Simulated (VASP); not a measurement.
# Tl (P6/mmm) in VASP: notebook

Runs on Tl. Level: r2SCAN. Tasks: single point.

Program: VASP 6.6.1. These are calculated values, not measurements. Logs are shortened: lines on timing, memory, paths and dates and some standing lists are left out, and cuts for length are marked.

## Step 1: The cell of the first run

Symmetry: P6/mmm, No. 191, hexagonal system. Conventional cell: a = 3.356 Å, b = 3.356 Å, c = 3.199 Å, α = 90.00°, β = 90.00°, γ = 120.00°. Within 4.2 Å of Tl (site symmetry 6/mmm) lie 8 Tl at 3.20 to 3.36 Å.

This isn't the form of Tl at room conditions, which is hcp.

## Step 2: Single point, r2SCAN

POSCAR reads:

```
Tl
1.0
    3.3562554107      0.0000000000      0.0000000000
   -1.6781277054      2.9066024472      0.0000000000
    0.0000000000      0.0000000000      3.1992232414
Tl
1
Direct
    0.0000000000      0.0000000000      0.0000000000
```

INCAR.step1 reads:

```
PREC     = Accurate       # precision mode
ENCUT    = 520            # plane-wave cutoff, eV
ISMEAR   = 0              # smearing method
SIGMA    = 0.1            # smearing width, eV
LREAL    = False          # projectors in reciprocal space
LASPH    = True           # aspherical terms in the spheres
NELM     = 100            # most SCF steps
NBANDS   = 12             # bands
GGA      = PE             # functional
ALGO     = Normal         # electronic algorithm
EDIFF    = 1E-4           # SCF threshold, eV
LWAVE    = True           # write WAVECAR
LCHARG   = False          # write CHGCAR
```

INCAR.step2 reads:

```
PREC     = Accurate       # precision mode
ENCUT    = 520            # plane-wave cutoff, eV
EDIFF    = 1E-6           # SCF threshold, eV
ISMEAR   = 0              # smearing method
SIGMA    = 0.1            # smearing width, eV
LREAL    = False          # projectors in reciprocal space
LASPH    = True           # aspherical terms in the spheres
NELM     = 100            # most SCF steps
ALGO     = Normal         # electronic algorithm
ISIF     = 2              # what is computed and relaxed
LWAVE    = False          # write WAVECAR
LCHARG   = False          # write CHGCAR
METAGGA  = R2SCAN         # meta-GGA
LMIXTAU  = True         
NBANDS   = 12             # bands
ISTART   = 1
```

KPOINTS reads:

```
Automatic mesh
0
Gamma
  21 21 18
```

Potentials or basis: VASP PAW PBE potentials, release 64 (Tl_d).

The run is started by

```sh
> cat potpaw_PBE.64/Tl_d/POTCAR > POTCAR
> cp INCAR.step1 INCAR
> mpirun -np 1 vasp_std > vasp.out
> cp INCAR.step2 INCAR
> mpirun -np 1 vasp_std > vasp.out
```

OUTCAR:

```text
PREC = Accurate
   ENCUT = 520
   EDIFF = 1E-6
   ISMEAR = 0
   LREAL = False
   LASPH = True
   NELM = 100
   ISIF = 2
   METAGGA = R2SCAN
   ISTART = 1

 ion  position               nearest neighbor table
   1  0.000  0.000  0.000-

  LATTYP: Found a hexagonal cell.
 ALAT       =     3.3562554107
 C/A-ratio  =     0.9532120920

  Lattice vectors:

 A1 = (   3.3562554107,   0.0000000000,   0.0000000000)
 A2 = (  -1.6781277054,   2.9066024472,   0.0000000000)
 A3 = (   0.0000000000,   0.0000000000,   3.1992232414)

Analysis of symmetry for initial positions (statically):
=====================================================================
 Subroutine PRICEL returns:
 Original cell was already a primitive cell.

 Routine SETGRP: Setting up the symmetry group for a
 hexagonal supercell.

 Subroutine GETGRP returns: Found 24 space group operations
 (whereof 24 operations were pure point group operations)
 out of a pool of 24 trial point group operations.

The static configuration has the point symmetry D_6h.

Analysis of symmetry for dynamics (positions and initial velocities):
=====================================================================
 Subroutine PRICEL returns:
 Original cell was already a primitive cell.

 Routine SETGRP: Setting up the symmetry group for a
 hexagonal supercell.

 Subroutine GETGRP returns: Found 24 space group operations
 (whereof 24 operations were pure point group operations)
 out of a pool of 24 trial point group operations.

The dynamic configuration has the point symmetry D_6h.

 Subroutine INISYM returns: Found 24 space group operations
 (whereof 24 operations are pure point group operations),
 and found     1 'primitive' translations

----------------------------------------------------------------------------------------

                                     Primitive cell

  volume of cell :      31.2094

  direct lattice vectors                    reciprocal lattice vectors
     3.356255411  0.000000000  0.000000000     0.297951103  0.172022149  0.000000000
    -1.678127705  2.906602447  0.000000000     0.000000000  0.344044299  0.000000000
     0.000000000  0.000000000  3.199223241     0.000000000  0.000000000  0.312575874

  length of vectors
     3.356255411  3.356255411  3.199223241     0.344044299  0.344044299  0.312575874

  position of ions in fractional coordinates (direct lattice)
     0.000000000  0.000000000  0.000000000

  ion indices of the primitive-cell ions
   primitive index   ion index
                 1           1

----------------------------------------------------------------------------------------

 KPOINTS: Automatic mesh

Automatic generation of k-mesh.
 Grid dimensions read from file:
 generate k-points for:   21   21   18

 Generating k-lattice:

  Cartesian coordinates                     Fractional coordinates (reciprocal lattice)
     0.014188148  0.008191531  0.000000000     0.047619048  0.000000000  0.000000000
     0.000000000  0.016383062  0.000000000     0.000000000  0.047619048  0.000000000
     0.000000000  0.000000000  0.017365326     0.000000000  0.000000000  0.055555556

  Length of vectors
     0.016383062  0.016383062  0.017365326

  Shift w.r.t. Gamma in fractional coordinates (k-lattice)
     0.000000000  0.000000000  0.000000000

 Subroutine IBZKPT returns following result:
 ===========================================

 Found    480 irreducible k-points:

 Following reciprocal coordinates:
            Coordinates               Weight
  0.000000  0.000000  0.000000      1.000000
  0.047619  0.000000  0.000000      6.000000
  0.095238 -0.000000  0.000000      6.000000
  0.142857  0.000000  0.000000      6.000000
  0.190476 -0.000000  0.000000      6.000000
  0.238095  0.000000  0.000000      6.000000
[... 16 lines left out ...]
  0.142857  0.095238  0.000000     12.000000
  0.190476  0.095238  0.000000     12.000000
 [... further k-points ...]
   k-points           NKPTS =    480   k-points in BZ     NKDIM =    480   number of bands    NBANDS=     12
   number of dos      NEDOS =    301   number of ions     NIONS =      1
   total plane-waves  NPLWV =  18816
   dimension x,y,z NGX =    28 NGY =   28 NGZ =   24
   dimension x,y,z NGXF=    56 NGYF=   56 NGZF=   48
   ions per type =               1
   NGX,Y,Z   is equivalent  to a cutoff of  13.87, 13.87, 12.47 a.u.
   NGXF,Y,Z  is equivalent  to a cutoff of  27.74, 27.74, 24.94 a.u.
 SYSTEM =  unknown system
   PREC   = accura    normal or accurate (medium, high low for compatibility)
   ISTART =      1    job   : 0-new  1-cont  2-samecut
   ICHARG =      0    charge: 1-file 2-atom 10-const
   ISPIN  =      1    spin polarized calculation?
   LNONCOLLINEAR =      F non collinear calculations
   LSORBIT =      F    spin-orbit coupling
   LASPH  =      T    aspherical Exc in radial PAW
   ENCUT  =  520.0 eV  38.22 Ry    6.18 a.u.   6.24  6.24  5.95*2*pi/ulx,y,z
   NELM   =    100;   NELMIN=  2; NELMDL=  0     # of ELM steps
   EDIFF  = 0.1E-05   stopping-criterion for ELM
   LREAL  =      F    real-space projection
   EDIFFG = 0.1E-04   stopping-criterion for IOM
   NSW    =      0    number of steps for IOM
   IBRION =     -1    ionic relax: 0-MD 1-quasi-New 2-CG
   NFREE  =      0    steps in history (QN), initial steepest desc. (CG)
   ISIF   =      2    stress and relaxation
   ISYM   =      2    0-nonsym 1-usesym 2-fastsym
   POTIM  = 0.5000    time-step for ionic-motion
   TEBEG  =    0.0;   TEEND  =   0.0 temperature during run
   PSTRESS=    0.0 pullay stress
   NELECT =      13.0000    total number of electrons
   NUPDOWN=      -1.0000    fix difference up-down
   EMIN   =  10.00;   EMAX   =-10.00  energy-range for DOS
   EFERMI =   0.00;   METHOD = LEGACY
   ISMEAR =     0;   SIGMA  =   0.10  broadening in eV -4-tet -1-fermi 0-gaus
   EFERMI_NEDOS =   21; number of points for ismear=-14 and -15
   IALGO  =     38    algorithm
   IMIX   =      4    mixing-type and parameters
     AMIX     =   0.40;   BMIX     =  1.00
     AMIX_MAG =   1.60;   BMIX_MAG =  1.00
  volume/ion in A,a.u.               =      31.21       210.61
  Fermi-wavevector in a.u.,A,eV,Ry     =   1.222628  2.310431 20.338239  1.494818
  Thomas-Fermi vector in A             =   2.357768
   LORBIT       =      0    0 simple, 1 ext, 2 COOP (PROOUT), +10 PAW based schemes
   METAGGA = R2SCAN    functional components
   LHFCALC =     F    Hartree Fock is set to
   AEXX    =    0.0000 exact exchange contribution
   IVDW    =     0    specifies the selected vdW correction
   LEPSILON=     F    determine dielectric tensor
   LRPA    =     F    only Hartree local field effects (RPA)
 non-spin polarized calculation
 Gauss-broadening in eV      SIGMA  =   0.10
  energy-cutoff  :      520.00
  volume of cell :       31.21
 maximum number of plane-waves:       864
 NGX is ok and might be reduce to    28

 number of electron      13.0000005 magnetization

 Free energy of the ion-electron system (eV)
  ---------------------------------------------------
  ext. energy  EPLUGINS =         0.00000000
  ---------------------------------------------------
  free energy    TOTEN  =       -53.10281414 eV

  energy without entropy =      -53.10013369  energy(sigma->0) =      -53.10147391

 E-fermi :   5.7829     XC(G=0): -10.3177

 val. band max:        5.7698918291   @ k =   0.3810   0.1905   0.3889
 cond. band min:       5.7857588841   @ k =   0.2857   0.2857   0.2778
 fundamental gap:      0.0158670550
 Fermi energy:         5.7829003575

 k-point     1 :       0.0000    0.0000    0.0000
  band No.  band energies     occupation
      1      -7.0308      2.00000
      2      -6.5135      2.00000
      3      -6.5135      2.00000
      4      -6.0140      2.00000
      5      -6.0140      2.00000
      6      -4.3988      2.00000
      7      12.4460      0.00000
      8      14.8719      0.00000
      9      14.8719      0.00000
     10      16.5062      0.00000
     11      17.3688      0.00000
     12      19.6872      0.00000

 k-point     2 :       0.0476    0.0000    0.0000
  band No.  band energies     occupation
      1      -7.0244      2.00000
      2      -6.5173      2.00000
      3      -6.5013      2.00000
      4      -6.0202      2.00000
      5      -6.0154      2.00000
      6      -4.3533      2.00000
      7      12.5029      0.00000
      8      14.3167      0.00000
      9      14.7172      0.00000
     10      16.5839      0.00000
     11      17.1870      0.00000
     12      19.9869      0.00000

 k-point     3 :       0.0952   -0.0000    0.0000
  band No.  band energies     occupation
      1      -7.0067      2.00000
      2      -6.5288      2.00000
      3      -6.4657      2.00000
      4      -6.0383      2.00000
      5      -6.0195      2.00000
      6      -4.2155      2.00000
      7      12.6724      0.00000
      8      13.0940      0.00000
      9      14.3131      0.00000
     10      16.6114      0.00000
     11      16.9466      0.00000
     12      20.5593      0.00000
[... 286 lines left out ...]
 k-point    23 :       0.1429    0.0952    0.0000
  band No.  band energies     occupation
      1      -6.9388      2.00000
      2      -6.5677      2.00000
      3      -6.3252      2.00000
      4      -6.1124      2.00000
      5      -6.0405      2.00000
      6      -3.5068      2.00000
      7       9.9528      0.00000
      8      12.0612      0.00000
      9      13.4870      0.00000
     10      16.9915      0.00000
     11      17.4645      0.00000
     12      20.6900      0.00000

 k-point    24 :       0.1905    0.0952    0.0000
  band No.  band energies     occupation
      1      -6.9120      2.00000
      2      -6.5854      2.00000
      3      -6.2557      2.00000
      4      -6.1479      2.00000
      5      -6.0513      2.00000
      6      -3.0761      2.00000
      7       8.6201      0.00000
      8      11.3932      0.00000
      9      13.9485      0.00000
     10      17.0669      0.00000
     11      17.5211      0.00000
     12      21.4390      0.00000

 [... further k-points ...]

------------------------ aborting loop because EDIFF is reached ----------------------------------------

  FORCE on cell =-STRESS in cart. coord.  units (eV):
  Direction    XX          YY          ZZ          XY          YZ          ZX
  --------------------------------------------------------------------------------------
  -------------------------------------------------------------------------------------
  Total       -0.0050914     -0.0050914     -0.0056194      0.0000000     -0.0000000      0.0000000
  in kB       -0.2613716     -0.2613716     -0.2884775      0.0000000     -0.0000000      0.0000000
  external PRESSURE =      -0.2704069 kB  Pullay stress =       0.0000000 kB

 VOLUME and BASIS-vectors are now :
 -----------------------------------------------------------------------------
  energy-cutoff  :      520.00
  volume of cell :       31.21
      direct lattice vectors                 reciprocal lattice vectors
     3.356255411  0.000000000  0.000000000     0.297951103  0.172022149  0.000000000
    -1.678127705  2.906602447  0.000000000     0.000000000  0.344044299  0.000000000
     0.000000000  0.000000000  3.199223241     0.000000000  0.000000000  0.312575874

 POSITION                                       TOTAL-FORCE (eV/Angst)
 -----------------------------------------------------------------------------------
      0.00000      0.00000      0.00000         0.000000      0.000000      0.000000
 -----------------------------------------------------------------------------------
    total drift:                               -0.000000     -0.000000      0.000000

  FREE ENERGIE OF THE ION-ELECTRON SYSTEM (eV)
  ---------------------------------------------------
  free  energy   TOTEN  =       -53.1028141380 eV

  energy  without entropy=      -53.1001336885  energy(sigma->0) =      -53.10147391
```

Wall time 7.2 min (1 thread of Intel Xeon Platinum 8259CL at 2.50GHz (Skylake/Cascade Lake), shared host); peak memory 0.29 GiB.

What came out:

* Free energy: -53.1028 eV
* Pressure: 0.0 GPa
* Band gap on the k mesh: zero (an odd number of electrons rules out a gap without spin polarisation)

Levels at points of the mesh, in eV from the Fermi level:
```csv
k point,band 4,band 5,band 6,band 7,band 8,band 9,band 10,band 11
"(0.00, 0.00, 0.00)",-11.80,-11.80,-10.18,6.66,9.09,9.09,10.72,11.59
"(0.00, 0.00, 0.50)",-12.08,-12.08,-6.93,-3.21,12.35,12.35,13.66,13.67
```

Caveat: the PAW data sets were made with another functional, which shifts forces and pressure a little; spin-orbit coupling is left out, which moves the levels of the heavy elements.

## Step 3: Single point, r2SCAN

This run uses another cell than the first one: it holds 3 atoms, not 1.

POSCAR reads:

```
Tl
1.0
    5.6218564899      0.0000000000      0.0000000000
   -2.8109282450      4.8686705367      0.0000000000
    0.0000000000      0.0000000000      3.3322423638
Tl
3
Direct
    0.0000000000      0.0000000000      0.0000000000
    0.3333333333      0.6666666667      0.5000000000
    0.6666666667      0.3333333333      0.5000000000
```

INCAR.step1 reads:

```
SYSTEM = Tl
  ALGO = Normal
  EDIFF = 1E-4
  ENCUT = 520
  GGA = PE
  ISMEAR = 0
  LASPH = .True.
  LCHARG = .False.
  LREAL = .False.
  LWAVE = .True.
  NBANDS = 26
  NELM = 80
  PREC = Accurate
  SIGMA = 0.1
```

INCAR.step2 reads:

```
SYSTEM = Tl
  ALGO = Normal
  EDIFF = 1E-6
  ENCUT = 520
  ISIF = 2
  ISMEAR = 0
  ISTART = 1
  LASPH = .True.
  LCHARG = .False.
  LMIXTAU = .True.
  LREAL = .False.
  LWAVE = .False.
  METAGGA = R2SCAN
  NBANDS = 26
  NELM = 80
  PREC = Accurate
  SIGMA = 0.1
```

KPOINTS reads:

```
k-points
0
Gamma
  9 9 14
  0 0 0
```

Potentials or basis: VASP PAW PBE potentials, release 64 (Tl_d).

The run is started by

```sh
> cat potpaw_PBE.64/Tl_d/POTCAR > POTCAR
> cp INCAR.step1 INCAR
> mpirun -np 1 vasp_std > vasp.out
> cp INCAR.step2 INCAR
> mpirun -np 1 vasp_std > vasp.out
```

Run time: 6.6 min. Hardware: 1 thread of Intel Xeon Platinum 8488C (Sapphire Rapids), shared host; peak memory 0.33 GiB.

The run converged. Its results:

- Free energy: -159.5061 eV
- Pressure: 0.0 GPa
- Band gap on the k mesh: zero (an odd number of electrons rules out a gap without spin polarisation)

Levels at points of the mesh, in eV from the Fermi level:
```tsv
k point	band 16	band 17	band 18	band 19	band 20	band 21	band 22	band 23
(0.00, 0.00, 0.00)	-10.11	-4.98	-4.67	-0.51	-0.51	-0.35	-0.35	5.39
(0.00, 0.00, 0.50)	-6.74	-5.54	-2.18	-0.13	0.63	1.33	1.55	1.55
```

Caveat: the PAW data sets were made with another functional, which shifts forces and pressure a little; spin-orbit coupling is left out, which moves the levels of the heavy elements.
